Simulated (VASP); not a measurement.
# CoO (Pm-3m) in VASP: a series of runs

The runs below take CoO through single point, relaxation of cell and atoms, with r2SCAN+U.

Everything below comes from runs of VASP 6.6.1. Logs are shortened: lines on timing, memory, paths and dates and some standing lists are left out, and cuts for length are marked.

## (1) The cell of the first run

It takes space group Pm-3m (No. 221, cubic). The conventional cell has a = 2.631 Å, b = 2.631 Å, c = 2.631 Å, α = 90.00°, β = 90.00°, γ = 90.00°. Within 3.0 Å of Co (site symmetry m-3m) lie 8 O at 2.28 Å and 6 Co at 2.63 Å. O (site symmetry m-3m) has 8 Co at 2.28 Å and 6 O at 2.63 Å within 3.0 Å.

## (2) Single point, r2SCAN+U

POSCAR reads:

```
CoO
1.0
    2.6314420519      0.0000000000      0.0000000000
    0.0000000000      2.6314420519      0.0000000000
    0.0000000000      0.0000000000      2.6314420519
Co O
1 1
Direct
    0.0000000000      0.0000000000      0.0000000000
    0.5000000000      0.5000000000      0.5000000000
```

INCAR.step1 reads:

```
SYSTEM = CoO
PREC = Accurate
ENCUT = 520
ISMEAR = 0
SIGMA = 0.02
LREAL = .FALSE.
LASPH = .TRUE.
NELM = 150
LMAXMIX = 4
LDAU = .TRUE.
LDAUTYPE = 2
LDAUL = 2 -1
LDAUU = 3.32 0
LDAUJ = 0 0
NBANDS = 14
GGA = PE
ALGO = Normal
EDIFF = 1E-4
LWAVE = .TRUE.
LCHARG = .FALSE.
```

INCAR.step2 reads:

```
SYSTEM = CoO
PREC = Accurate
ENCUT = 520
EDIFF = 1E-6
ISMEAR = 0
SIGMA = 0.02
LREAL = .FALSE.
LASPH = .TRUE.
NELM = 150
ALGO = Normal
ISIF = 2
LWAVE = .FALSE.
LCHARG = .FALSE.
LMAXMIX = 4
LDAU = .TRUE.
LDAUTYPE = 2
LDAUL = 2 -1
LDAUU = 3.32 0
LDAUJ = 0 0
LDAUPRINT = 1
METAGGA = R2SCAN
LMIXTAU = .TRUE.
NBANDS = 14
ISTART = 1
```

KPOINTS reads:

```
regular mesh
0
G
  10 10 10
  0 0 0
```

Potentials or basis: VASP PAW PBE potentials, release 64 (Co, O).

Run with:

```console
$ cat potpaw_PBE.64/Co/POTCAR potpaw_PBE.64/O/POTCAR > POTCAR
$ cp INCAR.step1 INCAR
$ mpirun -np 1 vasp_std > vasp.out
$ cp INCAR.step2 INCAR
$ mpirun -np 1 vasp_std > vasp.out
```

OUTCAR:

```text
SYSTEM = CoO
   PREC = Accurate
   ENCUT = 520
   EDIFF = 1E-6
   ISMEAR = 0
   LREAL = .FALSE.
   LASPH = .TRUE.
   NELM = 150
   ISIF = 2
   METAGGA = R2SCAN
   ISTART = 1

 ion  position               nearest neighbor table
   1  0.000  0.000  0.000-   2 2.28   2 2.28   2 2.28   2 2.28   2 2.28   2 2.28   2 2.28   2 2.28

   2  0.500  0.500  0.500-   1 2.28   1 2.28   1 2.28   1 2.28   1 2.28   1 2.28   1 2.28   1 2.28

  LATTYP: Found a simple cubic cell.
 ALAT       =     2.6314420519

  Lattice vectors:

 A1 = (   2.6314420519,   0.0000000000,   0.0000000000)
 A2 = (   0.0000000000,   2.6314420519,   0.0000000000)
 A3 = (   0.0000000000,   0.0000000000,   2.6314420519)

Analysis of symmetry for initial positions (statically):
=====================================================================
 Subroutine PRICEL returns:
 Original cell was already a primitive cell.

 Routine SETGRP: Setting up the symmetry group for a
 simple cubic supercell.

 Subroutine GETGRP returns: Found 48 space group operations
 (whereof 48 operations were pure point group operations)
 out of a pool of 48 trial point group operations.

The static configuration has the point symmetry O_h .

Analysis of symmetry for dynamics (positions and initial velocities):
=====================================================================
 Subroutine PRICEL returns:
 Original cell was already a primitive cell.

 Routine SETGRP: Setting up the symmetry group for a
 simple cubic supercell.

 Subroutine GETGRP returns: Found 48 space group operations
 (whereof 48 operations were pure point group operations)
 out of a pool of 48 trial point group operations.

The dynamic configuration has the point symmetry O_h .

 Subroutine INISYM returns: Found 48 space group operations
 (whereof 48 operations are pure point group operations),
 and found     1 'primitive' translations

----------------------------------------------------------------------------------------

                                     Primitive cell

[... 150 lines left out ...]
 -0.0000 -0.0000  0.0000  0.6046  0.0000
  0.0000  0.0000 -0.0000  0.0000  0.9457

 occupancies and eigenvectors

  o =  0.6046  v =  1.0000  0.0000  0.0000  0.0000  0.0000  0.0000  0.0000  0.0000  0.0000  0.0000      0.0000  0.0000  0.0000  0.0000  0.0000  0.0000  0.0000  0.0000  0.0000  0.0000
  o =  0.6046  v =  0.0000  0.0000  0.0000  0.0000  0.0000  1.0000  0.0000  0.0000  0.0000  0.0000      0.0000  0.0000  0.0000  0.0000  0.0000  0.0000  0.0000  0.0000  0.0000  0.0000
  o =  0.6046  v =  0.0000  0.9997 -0.0000  0.0229  0.0000  0.0000  0.0000  0.0000  0.0000  0.0000      0.0000  0.0000  0.0000  0.0000  0.0000  0.0000  0.0000  0.0000  0.0000  0.0000
  o =  0.6046  v =  0.0000  0.0000  0.0000  0.0000  0.0000  0.0000  0.9997 -0.0000  0.0229  0.0000      0.0000  0.0000  0.0000  0.0000  0.0000  0.0000  0.0000  0.0000  0.0000  0.0000
  o =  0.6046  v =  0.0000 -0.0229 -0.0000  0.9997  0.0000  0.0000  0.0000  0.0000  0.0000  0.0000      0.0000  0.0000  0.0000  0.0000  0.0000  0.0000  0.0000  0.0000  0.0000  0.0000
  o =  0.6046  v =  0.0000  0.0000  0.0000  0.0000  0.0000  0.0000 -0.0229 -0.0000  0.9997  0.0000      0.0000  0.0000  0.0000  0.0000  0.0000  0.0000  0.0000  0.0000  0.0000  0.0000
  o =  0.9457  v =  0.0000  0.0000  0.9984  0.0000  0.0559  0.0000  0.0000  0.0000  0.0000  0.0000      0.0000  0.0000  0.0000  0.0000  0.0000  0.0000  0.0000  0.0000  0.0000  0.0000
  o =  0.9457  v =  0.0000  0.0000  0.0000  0.0000  0.0000  0.0000  0.0000  0.9984  0.0000  0.0559      0.0000  0.0000  0.0000  0.0000  0.0000  0.0000  0.0000  0.0000  0.0000  0.0000
  o =  0.9457  v =  0.0000  0.0000  0.0000  0.0000  0.0000  0.0000 -0.0000 -0.0559 -0.0000  0.9984      0.0000  0.0000  0.0000  0.0000  0.0000  0.0000  0.0000  0.0000  0.0000  0.0000
  o =  0.9457  v =  0.0000 -0.0000 -0.0559 -0.0000  0.9984  0.0000  0.0000  0.0000  0.0000  0.0000      0.0000  0.0000  0.0000  0.0000  0.0000  0.0000  0.0000  0.0000  0.0000  0.0000

 number of electron      14.9999986 magnetization

 Free energy of the ion-electron system (eV)
  ---------------------------------------------------
  ext. energy  EPLUGINS =         0.00000000
  ---------------------------------------------------
  free energy    TOTEN  =       -15.91544367 eV

  energy without entropy =      -15.91414298  energy(sigma->0) =      -15.91479333

 E-fermi :   7.8869     XC(G=0): -13.5853

 val. band max:        7.8853203307   @ k =   0.1000   0.1000   0.1000
 cond. band min:       7.8916715279   @ k =   0.4000   0.0000   0.0000
 fundamental gap:      0.0063511971
 Fermi energy:         7.8868913699

 k-point     1 :       0.0000    0.0000    0.0000
  band No.  band energies     occupation
      1     -13.3797      2.00000
      2       4.1035      2.00000
      3       4.1035      2.00000
      4       4.9743      2.00000
      5       4.9743      2.00000
      6       4.9743      2.00000
      7       7.8101      2.00000
      8       7.8102      2.00000
      9       7.8102      2.00000
     10       9.5958      0.00000
     11      23.9081      0.00000
     12      23.9081      0.00000
     13      29.4826      0.00000
     14      29.4826      0.00000
[... 377 lines left out ...]
      1     -12.5516      2.00000
      2       1.0798      2.00000
      3       3.7819      2.00000
      4       4.1301      2.00000
      5       4.8077      2.00000
      6       6.1596      2.00000
      7       7.6545      2.00000
      8       8.1328      0.00000
      9       8.5678      0.00000
     10      13.5125      0.00000
     11      20.2930      0.00000
     12      23.9453      0.00000
     13      27.2801      0.00000
     14      27.7842      0.00000

 [... further k-points ...]
[... 5 lines left out ...]
  --------------------------------------------------------------------------------------
  -------------------------------------------------------------------------------------
  Total       -2.7469957     -2.7469957     -2.7469957      0.0000000      0.0000000     -0.0000000
  in kB     -241.5389285   -241.5389285   -241.5389285      0.0000000      0.0000000     -0.0000000
  external PRESSURE =    -241.5389285 kB  Pullay stress =       0.0000000 kB

 VOLUME and BASIS-vectors are now :
 -----------------------------------------------------------------------------
  energy-cutoff  :      520.00
  volume of cell :       18.22
      direct lattice vectors                 reciprocal lattice vectors
     2.631442052  0.000000000  0.000000000     0.380019769  0.000000000  0.000000000
     0.000000000  2.631442052  0.000000000     0.000000000  0.380019769  0.000000000
     0.000000000  0.000000000  2.631442052     0.000000000  0.000000000  0.380019769

 POSITION                                       TOTAL-FORCE (eV/Angst)
 -----------------------------------------------------------------------------------
      0.00000      0.00000      0.00000         0.000000      0.000000      0.000000
      1.31572      1.31572      1.31572         0.000000      0.000000      0.000000
 -----------------------------------------------------------------------------------
    total drift:                                0.000000      0.000000      0.000000

  FREE ENERGIE OF THE ION-ELECTRON SYSTEM (eV)
  ---------------------------------------------------
  free  energy   TOTEN  =       -15.9154436742 eV

  energy  without entropy=      -15.9141429770  energy(sigma->0) =      -15.91479333
```

OSZICAR.step1:

```text
N       E                     dE             d eps       ncg     rms          rms(c)
DAV:   1     0.774661541411E+02    0.77466E+02   -0.70014E+03  1630   0.125E+03
DAV:   2    -0.587505168378E+01   -0.83341E+02   -0.72934E+02  1706   0.250E+02
DAV:   3    -0.105152849294E+02   -0.46402E+01   -0.44548E+01  1760   0.656E+01
DAV:   4    -0.105696048643E+02   -0.54320E-01   -0.54266E-01  1912   0.684E+00
DAV:   5    -0.105709670780E+02   -0.13622E-02   -0.13622E-02  1808   0.111E+00    0.114E+01
DAV:   6    -0.128453362475E+02   -0.22744E+01   -0.23310E+01  1972   0.725E+01    0.220E+01
DAV:   7    -0.877133708745E+01    0.40740E+01   -0.19679E+01  1982   0.722E+01    0.446E+00
DAV:   8    -0.859972160680E+01    0.17162E+00   -0.69139E-01  2048   0.131E+01    0.149E+00
DAV:   9    -0.865770221274E+01   -0.57981E-01   -0.92111E-02  1926   0.229E+00    0.118E+00
DAV:  10    -0.872742179888E+01   -0.69720E-01   -0.15262E-01  1660   0.437E+00    0.748E-01
DAV:  11    -0.874864648993E+01   -0.21225E-01   -0.12723E-01  1818   0.342E+00    0.347E-01
DAV:  12    -0.875228267873E+01   -0.36362E-02   -0.71298E-03  1912   0.884E-01    0.791E-02
DAV:  13    -0.875147739095E+01    0.80529E-03   -0.20163E-03  1790   0.434E-01    0.104E-01
DAV:  14    -0.875214261554E+01   -0.66522E-03   -0.23201E-03  1758   0.447E-01    0.523E-02
DAV:  15    -0.875232002932E+01   -0.17741E-03   -0.17706E-04  1036   0.138E-01    0.989E-03
DAV:  16    -0.875232436872E+01   -0.43394E-05   -0.38035E-05   802   0.507E-02
   1 F= -.87523244E+01 E0= -.87520846E+01  d E =-.479444E-03
```

Run time: 27 s. Hardware: 1 thread of AMD EPYC 9R45 (Zen 5), shared host; peak memory 0.11 GiB.

What came out:

| Quantity | Value |
| --- | --- |
| Free energy | -15.9154 eV |
| Pressure | -24.2 GPa |

Levels at points of the mesh, in eV from the Fermi level:
| k point | band 4 | band 5 | band 6 | band 7 | band 8 | band 9 | band 10 | band 11 |
| --- | --- | --- | --- | --- | --- | --- | --- | --- |
| (0.00, 0.00, 0.00) | -2.91 | -2.91 | -2.91 | -0.08 | -0.08 | -0.08 | 1.71 | 16.02 |
| (0.50, 0.00, 0.00) | -3.70 | -3.44 | -1.08 | 0.01 | 1.03 | 1.03 | 7.30 | 9.08 |
| (0.50, 0.50, 0.00) | -3.25 | -2.05 | -0.97 | -0.93 | -0.72 | -0.72 | 6.91 | 12.38 |
| (0.50, 0.50, 0.50) | -6.69 | -0.93 | -0.93 | 1.34 | 1.34 | 1.34 | 8.09 | 8.09 |

Eigenvalues of the final occupation matrices:
```
    site  spin  trace               eigenvalues
site 1 d     1   3.71  0.60 0.60 0.60 0.95 0.95
site 1 d     2   3.71  0.60 0.60 0.60 0.95 0.95
```

Caveat: the PAW data sets were made with another functional, which shifts forces and pressure a little; an odd number of electrons without spin polarisation forces a metal; a magnetic or distorted state may lie lower; the run has no spin polarisation, though such a crystal can be magnetic; U without spin polarisation on a metal has little footing. Spin polarisation is off, so any magnetic state and its effect on volume and gap are missing.

## (3) Single point, r2SCAN+U

This run uses another cell than the first one, of 9.48 Å³/atom, 1.040 times its volume.

POSCAR reads:

```
CoO
1.0
    2.6660702605      0.0000000000      0.0000000000
    0.0000000000      2.6660702605      0.0000000000
    0.0000000000      0.0000000000      2.6660702605
Co O
1 1
Direct
    0.0000000000      0.0000000000      0.0000000000
    0.5000000000      0.5000000000      0.5000000000
```

INCAR.step1 reads:

```
SYSTEM = CoO
ALGO = Normal ; EDIFF = 1E-4
ENCUT = 520 ; GGA = PE
ISMEAR = 0 ; LASPH = .True.
LCHARG = .False. ; LDAU = .True.
LDAUJ = 0 0 ; LDAUL = 2 -1
LDAUTYPE = 2 ; LDAUU = 3.32 0
LMAXMIX = 4 ; LREAL = .False.
LWAVE = .True. ; NBANDS = 14
NELM = 150 ; PREC = Accurate
SIGMA = 0.02
```

INCAR.step2 reads:

```
SYSTEM = CoO
ALGO = Normal ; EDIFF = 1E-6
ENCUT = 520 ; ISIF = 2
ISMEAR = 0 ; ISTART = 1
LASPH = .True. ; LCHARG = .False.
LDAU = .True. ; LDAUJ = 0 0
LDAUL = 2 -1 ; LDAUPRINT = 1
LDAUTYPE = 2 ; LDAUU = 3.32 0
LMAXMIX = 4 ; LMIXTAU = .True.
LREAL = .False. ; LWAVE = .False.
METAGGA = R2SCAN ; NBANDS = 14
NELM = 150 ; PREC = Accurate
SIGMA = 0.02
```

KPOINTS reads:

```
k-points
0
Gamma
  10 10 10
  0 0 0
```

Potentials or basis: VASP PAW PBE potentials, release 64 (Co, O).

Run with:

```console
$ cat potpaw_PBE.64/Co/POTCAR potpaw_PBE.64/O/POTCAR > POTCAR
$ cp INCAR.step1 INCAR
$ mpirun -np 1 vasp_std > vasp.out
$ cp INCAR.step2 INCAR
$ mpirun -np 1 vasp_std > vasp.out
```

OUTCAR:

```text
SYSTEM = CoO
   EDIFF = 1E-6
   ENCUT = 520
   ISIF = 2
   ISMEAR = 0
   ISTART = 1
   LASPH = .True.
   LREAL = .False.
   METAGGA = R2SCAN
   NELM = 150
   PREC = Accurate

 ion  position               nearest neighbor table
   1  0.000  0.000  0.000-   2 2.31   2 2.31   2 2.31   2 2.31   2 2.31   2 2.31   2 2.31   2 2.31

   2  0.500  0.500  0.500-   1 2.31   1 2.31   1 2.31   1 2.31   1 2.31   1 2.31   1 2.31   1 2.31

  LATTYP: Found a simple cubic cell.
 ALAT       =     2.6660702605

  Lattice vectors:

 A1 = (   2.6660702605,   0.0000000000,   0.0000000000)
 A2 = (   0.0000000000,   2.6660702605,   0.0000000000)
 A3 = (   0.0000000000,   0.0000000000,   2.6660702605)

Analysis of symmetry for initial positions (statically):
=====================================================================
 Subroutine PRICEL returns:
 Original cell was already a primitive cell.

 Routine SETGRP: Setting up the symmetry group for a
 simple cubic supercell.

 Subroutine GETGRP returns: Found 48 space group operations
 (whereof 48 operations were pure point group operations)
 out of a pool of 48 trial point group operations.

The static configuration has the point symmetry O_h .

Analysis of symmetry for dynamics (positions and initial velocities):
=====================================================================
 Subroutine PRICEL returns:
 Original cell was already a primitive cell.

 Routine SETGRP: Setting up the symmetry group for a
 simple cubic supercell.

 Subroutine GETGRP returns: Found 48 space group operations
 (whereof 48 operations were pure point group operations)
 out of a pool of 48 trial point group operations.

The dynamic configuration has the point symmetry O_h .

 Subroutine INISYM returns: Found 48 space group operations
 (whereof 48 operations are pure point group operations),
 and found     1 'primitive' translations
[... 166 lines left out ...]
  o =  0.9456  v =  0.0000  0.0000  0.0099 -0.0000  1.0000  0.0000  0.0000  0.0000  0.0000  0.0000      0.0000  0.0000  0.0000  0.0000  0.0000  0.0000  0.0000  0.0000  0.0000  0.0000
  o =  0.9456  v =  0.0000  0.0000  0.0000  0.0000  0.0000  0.0000  0.0000  0.0099 -0.0000  1.0000      0.0000  0.0000  0.0000  0.0000  0.0000  0.0000  0.0000  0.0000  0.0000  0.0000
  o =  0.9456  v =  0.0000  0.0000 -1.0000  0.0000  0.0099  0.0000  0.0000  0.0000  0.0000  0.0000      0.0000  0.0000  0.0000  0.0000  0.0000  0.0000  0.0000  0.0000  0.0000  0.0000
  o =  0.9456  v =  0.0000  0.0000  0.0000  0.0000  0.0000  0.0000  0.0000 -1.0000  0.0000  0.0099      0.0000  0.0000  0.0000  0.0000  0.0000  0.0000  0.0000  0.0000  0.0000  0.0000

 number of electron      14.9999983 magnetization

 Free energy of the ion-electron system (eV)
  ---------------------------------------------------
  ext. energy  EPLUGINS =         0.00000000
  ---------------------------------------------------
  free energy    TOTEN  =       -15.79563929 eV

  energy without entropy =      -15.79443195  energy(sigma->0) =      -15.79503562

 E-fermi :   7.3256     XC(G=0): -13.3296

 val. band max:        7.3197167920   @ k =   0.4000   0.2000   0.0000
 cond. band min:       7.3321877734   @ k =   0.1000   0.1000   0.1000
 fundamental gap:      0.0124709813
 Fermi energy:         7.3256059861

 k-point     1 :       0.0000    0.0000    0.0000
  band No.  band energies     occupation
      1     -13.5837      2.00000
      2       3.6925      2.00000
      3       3.6925      2.00000
      4       4.5660      2.00000
      5       4.5660      2.00000
      6       4.5660      2.00000
      7       7.2607      2.00000
      8       7.2607      2.00000
      9       7.2607      2.00000
     10       8.7999      0.00000
     11      23.1369      0.00000
     12      23.1369      0.00000
     13      28.3174      0.00000
     14      28.3174      0.00000
[... 377 lines left out ...]
      1     -12.8170      2.00000
      2       0.8166      2.00000
      3       3.4241      2.00000
      4       3.7564      2.00000
      5       4.3673      2.00000
      6       5.6233      2.00000
      7       7.1111      2.00000
      8       7.5545      0.00000
      9       7.9766      0.00000
     10      12.6829      0.00000
     11      19.3868      0.00000
     12      23.1006      0.00000
     13      26.2646      0.00000
     14      26.9437      0.00000

 [... further k-points ...]
[... 5 lines left out ...]
  --------------------------------------------------------------------------------------
  -------------------------------------------------------------------------------------
  Total       -3.4080149     -3.4080149     -3.4080149      0.0000000      0.0000000      0.0000000
  in kB     -288.1358510   -288.1358510   -288.1358510      0.0000000      0.0000000      0.0000000
  external PRESSURE =    -288.1358510 kB  Pullay stress =       0.0000000 kB

 VOLUME and BASIS-vectors are now :
 -----------------------------------------------------------------------------
  energy-cutoff  :      520.00
  volume of cell :       18.95
      direct lattice vectors                 reciprocal lattice vectors
     2.666070261  0.000000000  0.000000000     0.375083888  0.000000000  0.000000000
     0.000000000  2.666070261  0.000000000     0.000000000  0.375083888  0.000000000
     0.000000000  0.000000000  2.666070261     0.000000000  0.000000000  0.375083888

 POSITION                                       TOTAL-FORCE (eV/Angst)
 -----------------------------------------------------------------------------------
      0.00000      0.00000      0.00000         0.000000      0.000000      0.000000
      1.33304      1.33304      1.33304         0.000000      0.000000      0.000000
 -----------------------------------------------------------------------------------
    total drift:                                0.000000      0.000000      0.000000

  FREE ENERGIE OF THE ION-ELECTRON SYSTEM (eV)
  ---------------------------------------------------
  free  energy   TOTEN  =       -15.7956392929 eV

  energy  without entropy=      -15.7944319493  energy(sigma->0) =      -15.79503562
```

It took 29 s on 1 thread of AMD EPYC 9R45 (Zen 5), shared host; peak memory 0.11 GiB.

Results:

```
Free energy : -15.7956 eV
Pressure    : -28.8 GPa
```

Levels at points of the mesh, in eV from the Fermi level:
| k point | band 4 | band 5 | band 6 | band 7 | band 8 | band 9 | band 10 | band 11 |
| --- | --- | --- | --- | --- | --- | --- | --- | --- |
| (0.00, 0.00, 0.00) | -2.76 | -2.76 | -2.76 | -0.06 | -0.06 | -0.06 | 1.47 | 15.81 |
| (0.50, 0.00, 0.00) | -3.50 | -3.32 | -1.10 | 0.02 | 0.98 | 0.98 | 7.06 | 8.71 |
| (0.50, 0.50, 0.00) | -3.13 | -1.93 | -1.01 | -0.90 | -0.66 | -0.66 | 6.69 | 12.03 |
| (0.50, 0.50, 0.50) | -6.34 | -0.98 | -0.98 | 1.27 | 1.27 | 1.27 | 7.99 | 7.99 |

Eigenvalues of the final occupation matrices:
```tsv
site	spin	trace	eigenvalues
site 1 d	1	3.69	0.60 0.60 0.60 0.95 0.95
site 1 d	2	3.69	0.60 0.60 0.60 0.95 0.95
```

Caveat: the PAW data sets were made with another functional, which shifts forces and pressure a little; an odd number of electrons without spin polarisation forces a metal; a magnetic or distorted state may lie lower; the run has no spin polarisation, though such a crystal can be magnetic; U without spin polarisation on a metal has little footing.

[end of part 1 of 2]
